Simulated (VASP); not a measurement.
# Na (Fm-3m) in VASP: relaxation of cell and atoms with LDA

Aim: the relaxation of cell and atoms of Na with LDA.

Program: VASP 6.6.1. These are calculated values, not measurements. Logs are shortened: lines on timing, memory, paths and dates and some standing lists are left out, and cuts for length are marked.

## Step 1: The cell of the first run

The structure is cubic, space group Fm-3m (No. 225). The conventional cell has a = 5.106 Å, b = 5.106 Å, c = 5.106 Å, α = 90.00°, β = 90.00°, γ = 90.00°. Within 4.7 Å of Na (site symmetry m-3m) lie 12 Na at 3.61 Å.

## Step 2: Relaxation of cell and atoms, LDA

Input file INCAR:

```
SYSTEM = Na
  PREC = Accurate
  ENCUT = 500
  EDIFF = 1E-7
  ISMEAR = 1
  SIGMA = 0.1
  LREAL = .FALSE.
  LASPH = .TRUE.
  NELM = 120
  ALGO = Normal
  ISIF = 3
  LWAVE = .FALSE.
  LCHARG = .FALSE.
  GGA = CA
  IBRION = 2
  NSW = 80
  EDIFFG = -0.03
  GGA_COMPAT = .FALSE.
  NELMIN = 4
```

Input file KPOINTS:

```
regular mesh
0
G
  7 7 7
  0 0 0
```

Input file POSCAR:

```
Na
1.0
    0.0000000000      2.5529682709      2.5529682709
    2.5529682709      0.0000000000      2.5529682709
    2.5529682709      2.5529682709      0.0000000000
Na
1
Direct
    0.0000000000      0.0000000000      0.0000000000
```

Potentials or basis: VASP PAW LDA potentials, release 64 (Na_pv).

Launch:

```console
cat potpaw_LDA.64/Na_pv/POTCAR > POTCAR
mpirun -np 1 vasp_std > vasp.out
```

OUTCAR:

```text
SYSTEM = Na
   PREC = Accurate
   ENCUT = 500
   EDIFF = 1E-7
   ISMEAR = 1
   LREAL = .FALSE.
   LASPH = .TRUE.
   NELM = 120
   ISIF = 3
   GGA = CA
   IBRION = 2
   NSW = 80
   EDIFFG = -0.03
   NELMIN = 4

 ion  position               nearest neighbor table
   1  0.000  0.000  0.000-

  LATTYP: Found a face centered cubic cell.
 ALAT       =     5.1059365418

  Lattice vectors:

 A1 = (   0.0000000000,   2.5529682709,   2.5529682709)
 A2 = (   2.5529682709,   0.0000000000,   2.5529682709)
 A3 = (   2.5529682709,   2.5529682709,   0.0000000000)

Analysis of symmetry for initial positions (statically):
=====================================================================
 Subroutine PRICEL returns:
 Original cell was already a primitive cell.

 Routine SETGRP: Setting up the symmetry group for a
 face centered cubic supercell.

 Subroutine GETGRP returns: Found 48 space group operations
 (whereof 48 operations were pure point group operations)
 out of a pool of 48 trial point group operations.

The static configuration has the point symmetry O_h .

Analysis of symmetry for dynamics (positions and initial velocities):
=====================================================================
 Subroutine PRICEL returns:
 Original cell was already a primitive cell.

 Routine SETGRP: Setting up the symmetry group for a
 face centered cubic supercell.

 Subroutine GETGRP returns: Found 48 space group operations
 (whereof 48 operations were pure point group operations)
 out of a pool of 48 trial point group operations.

The dynamic configuration has the point symmetry O_h .

 Subroutine INISYM returns: Found 48 space group operations
 (whereof 48 operations are pure point group operations),
 and found     1 'primitive' translations

----------------------------------------------------------------------------------------

                                     Primitive cell

  volume of cell :      33.2787

  direct lattice vectors                    reciprocal lattice vectors
     0.000000000  2.552968271  2.552968271    -0.195850456  0.195850456  0.195850456
     2.552968271  0.000000000  2.552968271     0.195850456 -0.195850456  0.195850456
     2.552968271  2.552968271  0.000000000     0.195850456  0.195850456 -0.195850456

  length of vectors
[... 75 lines left out ...]
   EDIFF  = 0.1E-06   stopping-criterion for ELM
   LREAL  =      F    real-space projection
   EDIFFG = -.3E-01   stopping-criterion for IOM
   NSW    =     80    number of steps for IOM
   IBRION =      2    ionic relax: 0-MD 1-quasi-New 2-CG
   NFREE  =      1    steps in history (QN), initial steepest desc. (CG)
   ISIF   =      3    stress and relaxation
   ISYM   =      2    0-nonsym 1-usesym 2-fastsym
   POTIM  = 0.5000    time-step for ionic-motion
   TEBEG  =    0.0;   TEEND  =   0.0 temperature during run
   PSTRESS=    0.0 pullay stress
   NELECT =       7.0000    total number of electrons
   NUPDOWN=      -1.0000    fix difference up-down
   EMIN   =  10.00;   EMAX   =-10.00  energy-range for DOS
   EFERMI =   0.00;   METHOD = LEGACY
   ISMEAR =     1;   SIGMA  =   0.10  broadening in eV -4-tet -1-fermi 0-gaus
   EFERMI_NEDOS =   21; number of points for ismear=-14 and -15
   IALGO  =     38    algorithm
   IMIX   =      4    mixing-type and parameters
     AMIX     =   0.40;   BMIX     =  1.00
     AMIX_MAG =   1.60;   BMIX_MAG =  1.00
  volume/ion in A,a.u.               =      33.28       224.58
  Fermi-wavevector in a.u.,A,eV,Ry     =   0.973611  1.839858 12.897210  0.947918
  Thomas-Fermi vector in A             =   2.104004
   LORBIT       =      0    0 simple, 1 ext, 2 COOP (PROOUT), +10 PAW based schemes
   GGA     = CA    functional components
   LHFCALC =     F    Hartree Fock is set to
   AEXX    =    0.0000 exact exchange contribution
   IVDW    =     0    specifies the selected vdW correction
   LEPSILON=     F    determine dielectric tensor
   LRPA    =     F    only Hartree local field effects (RPA)
 conjugate gradient relaxation of ions
 non-spin polarized calculation
 Methfessel and Paxton  Order N= 1 SIGMA  =   0.10
  energy-cutoff  :      500.00
  volume of cell :       33.28
 maximum number of plane-waves:       869
 NGX is ok and might be reduce to    28
   NGX = 13   NGY = 13   NGZ = 13

 number of electron       6.9999992 magnetization

 Free energy of the ion-electron system (eV)
  ---------------------------------------------------
  ext. energy  EPLUGINS =         0.00000000
  ---------------------------------------------------
  free energy    TOTEN  =        -1.47151130 eV

  energy without entropy =       -1.47088910  energy(sigma->0) =       -1.47130390

 E-fermi :   0.6806     XC(G=0):  -7.0374

 val. band max:        0.1531462889   @ k =   0.4286   0.2857   0.0000
 cond. band min:       0.7177278036   @ k =  -0.2857   0.2857   0.0000
 fundamental gap:      0.5645815147
 Fermi energy:         0.6805727919

 k-point     1 :       0.0000    0.0000    0.0000
  band No.  band energies     occupation
      1     -24.3819      2.00000
      2     -24.3819      2.00000
      3     -24.3819      2.00000
      4      -3.0409      2.00000
      5      12.1714      0.00000
      6      12.1714      0.00000
      7      12.1714      0.00000
[... 181 lines left out ...]
 k-point    20 :      -0.2857    0.4286    0.1429
  band No.  band energies     occupation
      1     -24.4182      2.00000
      2     -24.4150      2.00000
      3     -24.3988      2.00000
      4       2.8396      0.00000
      5       3.4046      0.00000
      6       4.2495      0.00000
      7       6.5534      0.00000

------------------------ aborting loop because EDIFF is reached ----------------------------------------

  FORCE on cell =-STRESS in cart. coord.  units (eV):
  Direction    XX          YY          ZZ          XY          YZ          ZX
  --------------------------------------------------------------------------------------
  -------------------------------------------------------------------------------------
  Total       -0.0122636     -0.0122636     -0.0122636      0.0000000      0.0000000     -0.0000000
  in kB       -0.5904216     -0.5904216     -0.5904216      0.0000000      0.0000000     -0.0000000
  external PRESSURE =      -0.5904216 kB  Pullay stress =       0.0000000 kB

 VOLUME and BASIS-vectors are now :
 -----------------------------------------------------------------------------
  energy-cutoff  :      500.00
  volume of cell :       33.28
      direct lattice vectors                 reciprocal lattice vectors
     0.000000000  2.552968271  2.552968271    -0.195850456  0.195850456  0.195850456
     2.552968271  0.000000000  2.552968271     0.195850456 -0.195850456  0.195850456
     2.552968271  2.552968271  0.000000000     0.195850456  0.195850456 -0.195850456

 POSITION                                       TOTAL-FORCE (eV/Angst)
 -----------------------------------------------------------------------------------
      0.00000      0.00000      0.00000         0.000000      0.000000     -0.000000
 -----------------------------------------------------------------------------------
    total drift:                               -0.000000     -0.000000     -0.000000

  FREE ENERGIE OF THE ION-ELECTRON SYSTEM (eV)
  ---------------------------------------------------
  free  energy   TOTEN  =        -1.4715112969 eV

  energy  without entropy=       -1.4708890955  energy(sigma->0) =       -1.47130390

 reached required accuracy - stopping structural energy minimisation
```

OSZICAR:

```text
N       E                     dE             d eps       ncg     rms          rms(c)
DAV:   1     0.168787485000E+02    0.16879E+02   -0.39068E+03   280   0.816E+02
DAV:   2    -0.115990659979E+01   -0.18039E+02   -0.18034E+02   301   0.128E+02
DAV:   3    -0.147237459563E+01   -0.31247E+00   -0.31247E+00   420   0.242E+01
DAV:   4    -0.147375966136E+01   -0.13851E-02   -0.13851E-02   301   0.134E+00
DAV:   5    -0.147378301540E+01   -0.23354E-04   -0.23354E-04   427   0.172E-01    0.206E-01
DAV:   6    -0.147235439070E+01    0.14286E-02   -0.92211E-04   357   0.534E-01    0.133E-01
DAV:   7    -0.147152723156E+01    0.82716E-03   -0.13150E-03   322   0.535E-01    0.217E-02
DAV:   8    -0.147151097444E+01    0.16257E-04   -0.93798E-05   301   0.218E-01    0.265E-03
DAV:   9    -0.147151126214E+01   -0.28770E-06   -0.40480E-07   322   0.880E-03    0.106E-03
DAV:  10    -0.147151129690E+01   -0.34762E-07   -0.70003E-08   301   0.298E-03
   1 F= -.14715113E+01 E0= -.14713039E+01  d E =-.147151E+01
```

Run time: 3.2 s. Hardware: 1 thread of Intel Xeon Platinum 8259CL at 2.50GHz (Skylake/Cascade Lake), shared host; peak memory 0.12 GiB.

Results:

| Quantity | Value |
| --- | --- |
| Free energy | -1.4715 eV |
| Pressure after relaxing | -0.1 GPa |

Final structure:
```yaml
crystal:
  lattice:
    - [0.00000, 2.55297, 2.55297]
    - [2.55297, 0.00000, 2.55297]
    - [2.55297, 2.55297, 0.00000]
  atoms:
    - { symbol: Na, position: [0.00000, 0.00000, 0.00000] }
```

Caveat: the relaxation stopped at its first step, so nothing moved.
